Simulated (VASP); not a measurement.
# ZnSe (I-4m2) in VASP: a series of runs, part 2 of 2

VASP 6.6.1. The steps go on from the part before.

## (4) Electric field gradients, LDA (equal xx and yy strain of -1 %)

Input file INCAR:

```
PREC = Accurate
ENCUT = 520
EDIFF = 1E-8
ISMEAR = -1
SIGMA = 0.03
LREAL = F
LASPH = T
NELM = 60
ALGO = Normal
ISIF = 2
LWAVE = F
LCHARG = F
GGA = CA
LEFG = T
NBANDS = 16
```

Input file KPOINTS:

```
regular mesh
0
Gamma
  8 8 8
```

Input file POSCAR:

```
ZnSe
1.0
    0.0000000000      2.8054620000      2.8338000000
    2.8054620000      0.0000000000      2.8338000000
    2.8054620000      2.8054620000      0.0000000000
Zn Se
1 1
Direct
    0.0000000000      0.0000000000      0.0000000000
    0.7500000000      0.7500000000      0.7500000000
```

Potentials or basis: VASP PAW LDA potentials, release 64 (Zn, Se).

On the command line:

```console
$ cat potpaw_LDA.64/Zn/POTCAR potpaw_LDA.64/Se/POTCAR > POTCAR
$ mpirun -np 1 vasp_std > vasp.out
```

OUTCAR:

```text
PREC = Accurate
   ENCUT = 520
   EDIFF = 1E-8
   ISMEAR = -1
   LREAL = F
   LASPH = T
   NELM = 60
   ISIF = 2
   GGA = CA

 ion  position               nearest neighbor table
   1  0.000  0.000  0.000-   2 2.44   2 2.44   2 2.44   2 2.44
   2  0.750  0.750  0.750-   1 2.44   1 2.44   1 2.44   1 2.44

  LATTYP: Found a body centered tetragonal cell.
 ALAT       =     3.9675224091
 C/A-ratio  =     1.4284985479

  Lattice vectors:

 A1 = (  -2.8054620000,   0.0000000000,   2.8338000000)
 A2 = (   2.8054620000,   0.0000000000,   2.8338000000)
 A3 = (   0.0000000000,   2.8054620000,  -2.8338000000)
[... 668 lines left out ...]
  free  energy   TOTEN  =        -7.3641604256 eV

  energy  without entropy=       -7.3641604255  energy(sigma->0) =       -7.36416043

 Electric field gradients (V/A^2)
---------------------------------------------------------------------
 ion       V_xx      V_yy      V_zz      V_xy      V_xz      V_yz
---------------------------------------------------------------------
   1       0.851     0.851    -1.702     0.004     0.003     0.003
   2      -2.146    -2.146     4.292     0.000     0.000     0.000
---------------------------------------------------------------------

 Electric field gradients after diagonalization (V/A^2)
 (convention: |V_zz| > |V_xx| > |V_yy|)
----------------------------------------------------------------------
 ion       V_xx      V_yy      V_zz     asymmetry (V_yy - V_xx)/ V_zz
----------------------------------------------------------------------
   1       0.855     0.847    -1.702       0.004
   2      -2.146    -2.146     4.292       0.000
----------------------------------------------------------------------

           NMR quadrupolar parameters

 Cq : quadrupolar parameter    Cq=e*Q*V_zz/h
 eta: asymmetry parameters     (V_yy - V_xx)/ V_zz
 Q  : nuclear electric quadrupole moment in mb (millibarn)
----------------------------------------------------------------------
 ion       Cq(MHz)       eta       Q (mb)
----------------------------------------------------------------------
   1      -0.004       0.004       1.000
   2       0.010       0.000       1.000
----------------------------------------------------------------------
```

OSZICAR:

```text
N       E                     dE             d eps       ncg     rms          rms(c)
DAV:   1     0.865978106082E+02    0.86598E+02   -0.87329E+03  1896   0.129E+03
DAV:   2    -0.228362429086E+01   -0.88881E+02   -0.83375E+02  2152   0.253E+02
DAV:   3    -0.762898983644E+01   -0.53454E+01   -0.53279E+01  2296   0.610E+01
DAV:   4    -0.767230818893E+01   -0.43318E-01   -0.43315E-01  2384   0.593E+00
DAV:   5    -0.767252508343E+01   -0.21689E-03   -0.21689E-03  2368   0.372E-01    0.496E+00
DAV:   6    -0.739465893235E+01    0.27787E+00   -0.55306E-01  2784   0.249E+01    0.377E+00
DAV:   7    -0.736911480797E+01    0.25544E-01   -0.14674E-01  2344   0.370E+00    0.157E+00
DAV:   8    -0.736468815410E+01    0.44267E-02   -0.32388E-03  2888   0.749E-01    0.408E-01
DAV:   9    -0.736414956973E+01    0.53858E-03   -0.89617E-04  2216   0.244E-01    0.578E-02
DAV:  10    -0.736416721724E+01   -0.17648E-04   -0.10836E-04  2464   0.108E-01    0.171E-02
DAV:  11    -0.736416034255E+01    0.68747E-05   -0.14669E-05  2864   0.600E-02    0.414E-03
DAV:  12    -0.736416040034E+01   -0.57792E-07   -0.22719E-06  2216   0.105E-02    0.122E-03
DAV:  13    -0.736416042374E+01   -0.23402E-07   -0.69727E-08  2376   0.214E-03    0.390E-04
DAV:  14    -0.736416042559E+01   -0.18431E-08   -0.16608E-09  1472   0.505E-04
   1 F= -.73641604E+01 E0= -.73641604E+01  d E =-.507142E-10
```

stdout:

```text
POSCAR found type information on POSCAR ZnSe
 POSCAR found :  2 types and       2 ions
 scaLAPACK will be used
 LDA part: xc-table for (Slater(with rela. corr.)+CA(PZ))
 , standard interpolation
 POSCAR, INCAR and KPOINTS ok, starting setup
 FFT: planning ... GRIDC
 FFT: planning ... GRID_SOFT
 FFT: planning ... GRID
 WAVECAR not read
 entering main loop
ion   1

ion   2
```

It took 34 s on 1 thread of AMD EPYC 7R43 (Zen 3), shared host; peak memory 0.14 GiB.

What came out:

- Free energy: -7.3642 eV
- Pressure: -1.9 GPa
- Band gap on the k mesh: 1.14 eV, direct

Stress tensor (GPa, compression positive):
```
-1.75  0.00  0.00
 0.00 -1.75  0.00
 0.00  0.00 -2.16
```

Levels at points of the mesh, in eV from the valence-band top:
```
           k point  band 7  band 8  band 9  band 10  band 11  band 12
(0.00, 0.00, 0.00)   -0.04    0.00    0.00     1.14     5.68     5.68
(0.50, 0.00, 0.00)   -5.43   -0.95   -0.89     2.39     6.23     6.31
(0.50, 0.50, 0.00)   -4.97   -2.25   -2.25     2.78     3.37    10.59
(0.50, 0.00, 0.50)   -4.91   -2.32   -2.30     2.73     3.28    10.69
```

Electric field gradients, principal values (V/Å²):
```
atom   least  middle  greatest (by size)
1 Zn   0.847   0.855              -1.702
2 Se  -2.146  -2.146               4.292
```

Caveat: the cell differs from its parent crystal (equal xx and yy strain of -1 %); without QUAD_EFG the Cq values of the log hold for a quadrupole moment of 1 mb, not for the nuclei.

## (5) Electric field gradients, LDA (zz strain of -2 %)

Input file INCAR:

```
SYSTEM = ZnSe
PREC = Accurate
ENCUT = 520
EDIFF = 1E-8
ISMEAR = -1
SIGMA = 0.03
LREAL = .False.
LASPH = .True.
NELM = 100
ALGO = Normal
ISIF = 2
LWAVE = .False.
LCHARG = .False.
GGA = CA
LEFG = .True.
NBANDS = 16
```

Input file KPOINTS:

```
Automatic mesh
0
Gamma
  8 8 8
  0 0 0
```

Input file POSCAR:

```
ZnSe
1.0
    0.0000000000      2.8338000000      2.7771240000
    2.8338000000      0.0000000000      2.7771240000
    2.8338000000      2.8338000000      0.0000000000
Zn Se
1 1
Direct
    0.0000000000      0.0000000000      0.0000000000
    0.7500000000      0.7500000000      0.7500000000
```

Potentials or basis: VASP PAW LDA potentials, release 64 (Zn, Se).

On the command line:

```console
$ cat potpaw_LDA.64/Zn/POTCAR potpaw_LDA.64/Se/POTCAR > POTCAR
$ mpirun -np 1 vasp_std > vasp.out
```

OUTCAR:

```text
SYSTEM = ZnSe
   PREC = Accurate
   ENCUT = 520
   EDIFF = 1E-8
   ISMEAR = -1
   LREAL = .False.
   LASPH = .True.
   NELM = 100
   ISIF = 2
   GGA = CA

 ion  position               nearest neighbor table
   1  0.000  0.000  0.000-   2 2.44   2 2.44   2 2.44   2 2.44
   2  0.750  0.750  0.750-   1 2.44   1 2.44   1 2.44   1 2.44

  LATTYP: Found a body centered tetragonal cell.
 ALAT       =     4.0075983931
 C/A-ratio  =     1.3859292911

  Lattice vectors:

 A1 = (   0.0000000000,  -2.8338000000,  -2.7771240000)
 A2 = (   0.0000000000,   2.8338000000,  -2.7771240000)
 A3 = (   2.8338000000,   0.0000000000,   2.7771240000)

Analysis of symmetry for initial positions (statically):
=====================================================================
 Subroutine PRICEL returns:
 Original cell was already a primitive cell.

 Routine SETGRP: Setting up the symmetry group for a
[... 646 lines left out ...]
  volume of cell :       44.60
      direct lattice vectors                 reciprocal lattice vectors
     0.000000000  2.833800000  2.777124000    -0.176441527  0.176441527  0.180042375
     2.833800000  0.000000000  2.777124000     0.176441527 -0.176441527  0.180042375
     2.833800000  2.833800000  0.000000000     0.176441527  0.176441527 -0.180042375

 POSITION                                       TOTAL-FORCE (eV/Angst)
 -----------------------------------------------------------------------------------
      0.00000      0.00000      0.00000        -0.000000     -0.000000      0.000000
      4.25070      4.25070      4.16569         0.000000      0.000000     -0.000000
 -----------------------------------------------------------------------------------
    total drift:                                0.000001      0.000001      0.000000

  FREE ENERGIE OF THE ION-ELECTRON SYSTEM (eV)
  ---------------------------------------------------
  free  energy   TOTEN  =        -7.3631464010 eV

  energy  without entropy=       -7.3631464009  energy(sigma->0) =       -7.36314640

 Electric field gradients (V/A^2)
---------------------------------------------------------------------
 ion       V_xx      V_yy      V_zz      V_xy      V_xz      V_yz
---------------------------------------------------------------------
   1      -1.726    -1.726     3.452     0.002     0.004     0.004
   2       4.149     4.149    -8.298     0.000     0.000     0.000
---------------------------------------------------------------------

 Electric field gradients after diagonalization (V/A^2)
 (convention: |V_zz| > |V_xx| > |V_yy|)
----------------------------------------------------------------------
 ion       V_xx      V_yy      V_zz     asymmetry (V_yy - V_xx)/ V_zz
----------------------------------------------------------------------
   1      -1.728    -1.725     3.452       0.001
   2       4.149     4.149    -8.298       0.000
----------------------------------------------------------------------

           NMR quadrupolar parameters

 Cq : quadrupolar parameter    Cq=e*Q*V_zz/h
 eta: asymmetry parameters     (V_yy - V_xx)/ V_zz
 Q  : nuclear electric quadrupole moment in mb (millibarn)
----------------------------------------------------------------------
 ion       Cq(MHz)       eta       Q (mb)
----------------------------------------------------------------------
   1       0.008       0.001       1.000
   2      -0.020       0.000       1.000
----------------------------------------------------------------------
```

OSZICAR:

```text
N       E                     dE             d eps       ncg     rms          rms(c)
DAV:   1     0.875361485265E+02    0.87536E+02   -0.88586E+03  1896   0.130E+03
DAV:   2    -0.202814170826E+01   -0.89564E+02   -0.84653E+02  2112   0.254E+02
DAV:   3    -0.762356969545E+01   -0.55954E+01   -0.55726E+01  2304   0.620E+01
DAV:   4    -0.767143318691E+01   -0.47863E-01   -0.47858E-01  2304   0.614E+00
DAV:   5    -0.767167431851E+01   -0.24113E-03   -0.24113E-03  2448   0.392E-01    0.496E+00
DAV:   6    -0.739365172133E+01    0.27802E+00   -0.55287E-01  2768   0.250E+01    0.377E+00
DAV:   7    -0.736810455791E+01    0.25547E-01   -0.14706E-01  2336   0.370E+00    0.157E+00
DAV:   8    -0.736367592810E+01    0.44286E-02   -0.32452E-03  2864   0.750E-01    0.408E-01
DAV:   9    -0.736313557457E+01    0.54035E-03   -0.89722E-04  2240   0.244E-01    0.581E-02
DAV:  10    -0.736315336057E+01   -0.17786E-04   -0.10860E-04  2432   0.109E-01    0.173E-02
DAV:  11    -0.736314631352E+01    0.70470E-05   -0.14915E-05  2872   0.606E-02    0.413E-03
DAV:  12    -0.736314637562E+01   -0.62097E-07   -0.22974E-06  2192   0.105E-02    0.122E-03
DAV:  13    -0.736314639913E+01   -0.23507E-07   -0.69775E-08  2416   0.215E-03    0.392E-04
DAV:  14    -0.736314640101E+01   -0.18815E-08   -0.16926E-09  1400   0.522E-04
   1 F= -.73631464E+01 E0= -.73631464E+01  d E =-.648166E-10
```

stdout:

```text
POSCAR found type information on POSCAR ZnSe
 POSCAR found :  2 types and       2 ions
 scaLAPACK will be used
 LDA part: xc-table for (Slater(with rela. corr.)+CA(PZ))
 , standard interpolation
 POSCAR, INCAR and KPOINTS ok, starting setup
 FFT: planning ... GRIDC
 FFT: planning ... GRID_SOFT
 FFT: planning ... GRID
 WAVECAR not read
 entering main loop
ion   1

ion   2
```

Run time: 34 s. Hardware: 1 thread of AMD EPYC 7R43 (Zen 3), shared host; peak memory 0.14 GiB.

What came out:

```
Free energy            : -7.3631 eV
Pressure               : -1.9 GPa
Band gap on the k mesh : 1.10 eV, direct
```

Electric field gradients, principal values (V/Å²):
| atom | least | middle | greatest (by size) |
| --- | --- | --- | --- |
| 1 Zn | -1.725 | -1.728 | 3.452 |
| 2 Se | 4.149 | 4.149 | -8.298 |

Caveat: the cell differs from its parent crystal (zz strain of -2 %); without QUAD_EFG the Cq values of the log hold for a quadrupole moment of 1 mb, not for the nuclei.

## (6) Overview

| cell | gap on the mesh (eV) | pressure (GPa) |
| --- | --- | --- |
| a = 3.968, b = 3.968, c = 3.927 Å, angles 60.3, 60.3, 59.3°, 2 atoms | 1.21 | -0.6 |
| a = 3.988, b = 3.988, c = 3.968 Å, angles 60.2, 60.2, 59.7°, 2 atoms | 1.14 | -1.9 |
| a = 3.968, b = 3.968, c = 4.008 Å, angles 59.7, 59.7, 60.7°, 2 atoms | 1.10 | -1.9 |

Alike in all rows: task electric field gradients; level LDA; potentials or basis VASP PAW LDA potentials, release 64 (Zn, Se); no spin polarisation; k mesh 8 × 8 × 8; cutoff (eV) 520; smearing fermi-dirac 0.03 eV.

Total energies depend on the potentials used, so only differences within one code and one set of settings carry meaning.
